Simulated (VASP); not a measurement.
Set up this calculation in VASP 6.6.1, as the native input.

```yaml
Task: relaxation of cell and atoms
Functional: PBE
Dispersion: D3(BJ)
Potentials_or_basis: VASP PAW PBE potentials, release 64 (Tl_d)
Cutoff: 600 eV
k_mesh: 15 × 15 × 4
Occupations: gaussian, width 0.1 eV
Spin: no spin polarisation
Target_pressure: 15 GPa
Dipole_correction: no
Further_INCAR_settings: ALGO = Normal; EDIFF = 1e-07; IBRION = 2; EDIFFG = -0.008; NSW = 70; ISIF = 3
```

The structure of Tl lies in POSCAR:

```
Tl
1.0
    3.1937593394      0.0000000000      0.0000000000
   -1.5968796697      2.7658767215      0.0000000000
    0.0000000000      0.0000000000     10.4834379525
Tl
4
Direct
    0.0000000000      0.0000000000      0.0000000000
    0.3333333333      0.6666666667      0.2500000000
    0.0000000000      0.0000000000      0.5000000000
    0.6666666667      0.3333333333      0.7500000000
```

The input as run:

INCAR

```
SYSTEM = Tl
PREC = Accurate
ENCUT = 600
EDIFF = 1E-7
ISMEAR = 0
SIGMA = 0.1
LREAL = .False.
LASPH = .True.
NELM = 100
ALGO = Normal
ISIF = 3
LWAVE = .False.
LCHARG = .False.
GGA = PE
IVDW = 12
IBRION = 2
NSW = 70
EDIFFG = -0.008
PSTRESS = 150.0
```

KPOINTS

```
Automatic mesh
0
Gamma
  15 15 4
  0 0 0
```

Potentials or basis: VASP PAW PBE potentials, release 64 (Tl_d).

The run is started by

```console
$ cat potpaw_PBE.64/Tl_d/POTCAR > POTCAR
$ mpirun -np 1 vasp_std > vasp.out
```

Results of the run:

```yaml
Relaxed_volume: 23.15 Å³/atom
Relaxed_cell: a = 3.196 Å, b = 3.196 Å, c = 10.472 Å, α = 90.00°, β = 90.00°, γ = 120.00°
Space_group_after_relaxing_to_0.1_Å: P6_3/mmc (No. 194)
Energy_change_on_relaxing_the_run_minimises_the_enthalpy: -0.3 meV/atom
Ionic_steps: 5
Pressure_after_relaxing: 15.0 GPa
Band_gap_on_the_k_mesh: zero (bands 26 and 27 overlap by 5.43 eV)
Dispersion_energy_per_atom: -0.427 eV
```

Caveat: the cell is relaxed towards a set pressure, so the run minimises the enthalpy, not the energy; spin-orbit coupling is left out, which moves the levels of the heavy elements.

Wall time 12 min on 1 thread of Intel(R) Xeon(R) Platinum 8259CL CPU @ 2.50GHz (Skylake/Cascade Lake) (shared host), peak memory 0.4 GiB.
